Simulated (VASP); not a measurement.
# Rb3Pt (Pm-3m) in VASP: single point with PBE

Aim: the single point of Rb3Pt with PBE.

All numbers are computed with VASP 6.6.1; they aren't measurements. Logs are shortened: lines on timing, memory, paths and dates and some standing lists are left out, and cuts for length are marked.

### 1 The cell of the first run

Symmetry: Pm-3m, No. 221, cubic system. The conventional cell has a = 5.499 Å, b = 5.499 Å, c = 5.499 Å, α = 90.00°, β = 90.00°, γ = 90.00°. Rb (site symmetry 4/mmm) has 8 Rb at 3.89 Å and 4 Pt at 3.89 Å within 5.1 Å. Pt (site symmetry m-3m) has 12 Rb at 3.89 Å within 5.1 Å.

### 2 Single point, PBE

INCAR reads:

```
ALGO = Normal ; EDIFF = 1E-6
ENCUT = 570 ; GGA = PE
GGA_COMPAT = F ; ISIF = 2
ISMEAR = 0 ; LASPH = T
LCHARG = T ; LELF = T
LREAL = F ; LVHAR = T
LWAVE = F ; NBANDS = 30
NELM = 120 ; PREC = Accurate
SIGMA = 0.1
```

KPOINTS reads:

```
k-points
0
Gamma
  1 1 1
```

POSCAR reads:

```
Rb3Pt
1.0
    5.4987900000      0.0000000000      0.0000000000
    0.0000000000      5.4987900000      0.0000000000
    0.0000000000      0.0000000000      5.4987900000
Rb Pt
3 1
Direct
    0.0000000000      0.0000000000      0.5000000000
    0.0000000000      0.5000000000      0.0000000000
    0.5000000000      0.0000000000      0.0000000000
    0.5000000000      0.5000000000      0.5000000000
```

Potentials or basis: VASP PAW PBE potentials, release 64 (Rb_sv, Pt_sv_GW).

Run with:

```
cat potpaw_PBE.64/Rb_sv/POTCAR potpaw_PBE.64/Pt_sv_GW/POTCAR > POTCAR
mpirun -np 1 vasp_gam > vasp.out
```

OUTCAR:

```text
EDIFF = 1E-6
   ENCUT = 570
   GGA = PE
   ISIF = 2
   ISMEAR = 0
   LASPH = T
   LREAL = F
   NELM = 120
   PREC = Accurate

 ion  position               nearest neighbor table
   1  0.000  0.000  0.500-   2 3.89   3 3.89   4 3.89   2 3.89   3 3.89   2 3.89   4 3.89   2 3.89
                             3 3.89   4 3.89   3 3.89   4 3.89
   2  0.000  0.500  0.000-   1 3.89   3 3.89   4 3.89   1 3.89   4 3.89   1 3.89   3 3.89   1 3.89
                             3 3.89   4 3.89   4 3.89   3 3.89
   3  0.500  0.000  0.000-   1 3.89   2 3.89   4 3.89   1 3.89   4 3.89   2 3.89   4 3.89   4 3.89
                             1 3.89   2 3.89   1 3.89   2 3.89
   4  0.500  0.500  0.500-   1 3.89   2 3.89   3 3.89   2 3.89   3 3.89   1 3.89   3 3.89   3 3.89
                             1 3.89   2 3.89   2 3.89   1 3.89

  LATTYP: Found a simple cubic cell.
 ALAT       =     5.4987900000

  Lattice vectors:

 A1 = (   5.4987900000,   0.0000000000,   0.0000000000)
 A2 = (   0.0000000000,   5.4987900000,   0.0000000000)
 A3 = (   0.0000000000,   0.0000000000,   5.4987900000)

Analysis of symmetry for initial positions (statically):
=====================================================================
 Subroutine PRICEL returns:
 Original cell was already a primitive cell.

 Routine SETGRP: Setting up the symmetry group for a
 simple cubic supercell.

 Subroutine GETGRP returns: Found 48 space group operations
 (whereof 48 operations were pure point group operations)
 out of a pool of 48 trial point group operations.

The static configuration has the point symmetry O_h .

Analysis of symmetry for dynamics (positions and initial velocities):
=====================================================================
 Subroutine PRICEL returns:
 Original cell was already a primitive cell.

 Routine SETGRP: Setting up the symmetry group for a
 simple cubic supercell.

 Subroutine GETGRP returns: Found 48 space group operations
 (whereof 48 operations were pure point group operations)
 out of a pool of 48 trial point group operations.

The dynamic configuration has the point symmetry O_h .

 Subroutine INISYM returns: Found 48 space group operations
 (whereof 48 operations are pure point group operations),
 and found     1 'primitive' translations

----------------------------------------------------------------------------------------

                                     Primitive cell

  volume of cell :     166.2652

  direct lattice vectors                    reciprocal lattice vectors
     5.498790000  0.000000000  0.000000000     0.181858191  0.000000000  0.000000000
     0.000000000  5.498790000  0.000000000     0.000000000  0.181858191  0.000000000
     0.000000000  0.000000000  5.498790000     0.000000000  0.000000000  0.181858191

  length of vectors
     5.498790000  5.498790000  5.498790000     0.181858191  0.181858191  0.181858191

  position of ions in fractional coordinates (direct lattice)
     0.000000000  0.000000000  0.500000000
     0.000000000  0.500000000  0.000000000
     0.500000000  0.000000000  0.000000000
     0.500000000  0.500000000  0.500000000

  ion indices of the primitive-cell ions
   primitive index   ion index
                 1           1
                 2           2
                 3           3
                 4           4

----------------------------------------------------------------------------------------

 KPOINTS: k-points

Automatic generation of k-mesh.
 Grid dimensions read from file:
 generate k-points for:    1    1    1

 Generating k-lattice:

  Cartesian coordinates                     Fractional coordinates (reciprocal lattice)
     0.181858191  0.000000000  0.000000000     1.000000000  0.000000000  0.000000000
     0.000000000  0.181858191  0.000000000     0.000000000  1.000000000  0.000000000
     0.000000000  0.000000000  0.181858191     0.000000000  0.000000000  1.000000000

  Length of vectors
     0.181858191  0.181858191  0.181858191

  Shift w.r.t. Gamma in fractional coordinates (k-lattice)
     0.000000000  0.000000000  0.000000000

 Subroutine IBZKPT returns following result:
 ===========================================

 Found      1 irreducible k-points:

 Following reciprocal coordinates:
            Coordinates               Weight
  0.000000  0.000000  0.000000      1.000000
   k-points           NKPTS =      1   k-points in BZ     NKDIM =      1   number of bands    NBANDS=     30
   number of dos      NEDOS =    301   number of ions     NIONS =      4
   total plane-waves  NPLWV = 110592
   dimension x,y,z NGX =    48 NGY =   48 NGZ =   48
   dimension x,y,z NGXF=    96 NGYF=   96 NGZF=   96
   ions per type =               3   1
   NGX,Y,Z   is equivalent  to a cutoff of  14.51, 14.51, 14.51 a.u.
   NGXF,Y,Z  is equivalent  to a cutoff of  29.02, 29.02, 29.02 a.u.
 SYSTEM =  unknown system
   PREC   = accura    normal or accurate (medium, high low for compatibility)
   ISTART =      0    job   : 0-new  1-cont  2-samecut
   ICHARG =      2    charge: 1-file 2-atom 10-const
   ISPIN  =      1    spin polarized calculation?
   LNONCOLLINEAR =      F non collinear calculations
   LSORBIT =      F    spin-orbit coupling
   LASPH  =      T    aspherical Exc in radial PAW
   ENCUT  =  570.0 eV  41.89 Ry    6.47 a.u.  10.70 10.70 10.70*2*pi/ulx,y,z
   NELM   =    120;   NELMIN=  2; NELMDL= -5     # of ELM steps
   EDIFF  = 0.1E-05   stopping-criterion for ELM
   LREAL  =      F    real-space projection
   EDIFFG = 0.1E-04   stopping-criterion for IOM
   NSW    =      0    number of steps for IOM
   IBRION =     -1    ionic relax: 0-MD 1-quasi-New 2-CG
   NFREE  =      0    steps in history (QN), initial steepest desc. (CG)
   ISIF   =      2    stress and relaxation
   ISYM   =      2    0-nonsym 1-usesym 2-fastsym
   POTIM  = 0.5000    time-step for ionic-motion
   TEBEG  =    0.0;   TEEND  =   0.0 temperature during run
   PSTRESS=    0.0 pullay stress
   NELECT =      45.0000    total number of electrons
   NUPDOWN=      -1.0000    fix difference up-down
   EMIN   =  10.00;   EMAX   =-10.00  energy-range for DOS
   EFERMI =   0.00;   METHOD = LEGACY
   ISMEAR =     0;   SIGMA  =   0.10  broadening in eV -4-tet -1-fermi 0-gaus
   EFERMI_NEDOS =   21; number of points for ismear=-14 and -15
   IALGO  =     38    algorithm
   IMIX   =      4    mixing-type and parameters
     AMIX     =   0.40;   BMIX     =  1.00
     AMIX_MAG =   1.60;   BMIX_MAG =  1.00
  volume/ion in A,a.u.               =      41.57       280.50
  Fermi-wavevector in a.u.,A,eV,Ry     =   1.058958  2.001140 15.257451  1.121391
  Thomas-Fermi vector in A             =   2.194286
   LORBIT       =      0    0 simple, 1 ext, 2 COOP (PROOUT), +10 PAW based schemes
   GGA     = PE    functional components
   LHFCALC =     F    Hartree Fock is set to
   AEXX    =    0.0000 exact exchange contribution
   IVDW    =     0    specifies the selected vdW correction
   LEPSILON=     F    determine dielectric tensor
   LRPA    =     F    only Hartree local field effects (RPA)
 non-spin polarized calculation
 Gauss-broadening in eV      SIGMA  =   0.10
  energy-cutoff  :      570.00
  volume of cell :      166.27
 maximum number of plane-waves:      2569
 NGX is ok and might be reduce to    42
   NGX = 21   NGY = 21   NGZ = 21

 number of electron      45.0000000 magnetization

 Free energy of the ion-electron system (eV)
  ---------------------------------------------------
  ext. energy  EPLUGINS =         0.00000000
  ---------------------------------------------------
  free energy    TOTEN  =       -10.78104209 eV

  energy without entropy =      -10.72462313  energy(sigma->0) =      -10.75283261

 E-fermi :   1.7784     XC(G=0):  -7.7964

 val. band max:        1.7784150260   @ k =   0.0000   0.0000   0.0000
 cond. band min:       4.3604546406   @ k =   0.0000   0.0000   0.0000
 fundamental gap:      2.5820396146
 Fermi energy:         1.7784150260

 k-point     1 :       0.0000    0.0000    0.0000
  band No.  band energies     occupation
      1     -95.5654      2.00000
      2     -49.7532      2.00000
      3     -49.7532      2.00000
      4     -49.7532      2.00000
      5     -26.4716      2.00000
      6     -26.3608      2.00000
[... 22 lines left out ...]
     29       4.9503      0.00000
     30       4.9503      0.00000

------------------------ aborting loop because EDIFF is reached ----------------------------------------

  FORCE on cell =-STRESS in cart. coord.  units (eV):
  Direction    XX          YY          ZZ          XY          YZ          ZX
  --------------------------------------------------------------------------------------
  -------------------------------------------------------------------------------------
  Total       -4.7539284     -4.7539284     -4.7539284     -0.0000000      0.0000000     -0.0000000
  in kB      -45.8101613    -45.8101613    -45.8101613     -0.0000000      0.0000000     -0.0000000
  external PRESSURE =     -45.8101613 kB  Pullay stress =       0.0000000 kB

 VOLUME and BASIS-vectors are now :
 -----------------------------------------------------------------------------
  energy-cutoff  :      570.00
  volume of cell :      166.27
      direct lattice vectors                 reciprocal lattice vectors
     5.498790000  0.000000000  0.000000000     0.181858191  0.000000000  0.000000000
     0.000000000  5.498790000  0.000000000     0.000000000  0.181858191  0.000000000
     0.000000000  0.000000000  5.498790000     0.000000000  0.000000000  0.181858191

 POSITION                                       TOTAL-FORCE (eV/Angst)
 -----------------------------------------------------------------------------------
      0.00000      0.00000      2.74939         0.000000      0.000000      0.000000
      0.00000      2.74939      0.00000         0.000000      0.000000      0.000000
      2.74939      0.00000      0.00000         0.000000      0.000000      0.000000
      2.74939      2.74939      2.74939         0.000000      0.000000      0.000000
 -----------------------------------------------------------------------------------
    total drift:                                0.000000     -0.000000      0.000000

  FREE ENERGIE OF THE ION-ELECTRON SYSTEM (eV)
  ---------------------------------------------------
  free  energy   TOTEN  =       -10.7810420886 eV

  energy  without entropy=      -10.7246231302  energy(sigma->0) =      -10.75283261
```

Run time: 18 s. Hardware: 1 thread of Intel Xeon Platinum 8375C at 2.90GHz (Ice Lake), shared host; peak memory 0.3 GiB.

What came out:

```yaml
Free_energy: -10.7810 eV
Pressure: -4.6 GPa
Band_gap_on_the_k_mesh: zero (an odd number of electrons rules out a gap without spin polarisation)
```

Caveat: the k points lie up to 1.14 Å⁻¹ apart, too coarse for converged energies and pressures of a metal; spin-orbit coupling is left out, which moves the levels of the heavy elements.

The gap in the log of VASP goes by the Fermi energy; the results here count the filled bands.